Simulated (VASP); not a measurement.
Here is a VASP 6.6.1 calculation.

POSCAR

```
LiCl
1.0
    0.0000000000      2.5910427516      2.5560252063
    2.5910427516      0.0000000000      2.5560252063
    2.5910427516      2.5910427516      0.0000000000
Li Cl
1 1
Direct
    0.0000000000      0.0000000000      0.0000000000
    0.5000000000      0.5000000000      0.5000000000
```

The input INCAR.step1:

```
  PREC = Accurate
  ENCUT = 500
  EDIFF = 1E-8
  ISMEAR = 0
  SIGMA = 0.01
  LREAL = F
  LASPH = T
  NELM = 60
  ALGO = Normal
  LWAVE = T
  LCHARG = F
  GGA = PE
```

File INCAR.step2:

```
  PREC = Accurate
  ENCUT = 500
  EDIFF = 1E-8
  ISMEAR = 0
  SIGMA = 0.01
  LREAL = F
  LASPH = T
  NELM = 1
  ALGO = Exact
  LWAVE = T
  LCHARG = F
  GGA = PE
  NBANDS = 147
  LOPTICS = T
  ISTART = 1
```

The input INCAR.step3:

```
  PREC = Accurate
  ENCUT = 500
  EDIFF = 1E-8
  ISMEAR = 0
  SIGMA = 0.01
  LREAL = F
  LASPH = T
  ALGO = EVGW0
  LWAVE = F
  LCHARG = F
  GGA = PE
  NELMGW = 1
  NBANDS = 147
  ENCUTGW = 150.0
  NOMEGA = 48
  PRECFOCK = Fast
  ISTART = 1
  NBANDSGW = 12
```

File KPOINTS:

```
regular mesh
0
Gamma
  6 6 6
```

Potentials or basis: VASP PAW PBE potentials, release 64 (Li_GW, Cl_GW).

Command:

```console
$ cat potpaw_PBE.64/Li_GW/POTCAR potpaw_PBE.64/Cl_GW/POTCAR > POTCAR
$ cp INCAR.step1 INCAR
$ mpirun -np 1 vasp_std > vasp.out
$ cp INCAR.step2 INCAR
$ mpirun -np 1 vasp_std > vasp.out
$ cp INCAR.step3 INCAR
$ mpirun -np 1 vasp_std > vasp.out
```

(1) Predict the quasiparticle gap.

(2) Predict the least direct quasiparticle gap.

(3) Estimate the band gap on the k mesh, mean-field level.

Results:

(1) 8.78 eV.

(2) 8.78 eV.

(3) 6.21 eV, direct.

Caveat: bands, screening cutoff and mesh are small and nothing is extrapolated, so the quasiparticle values aren't converged.
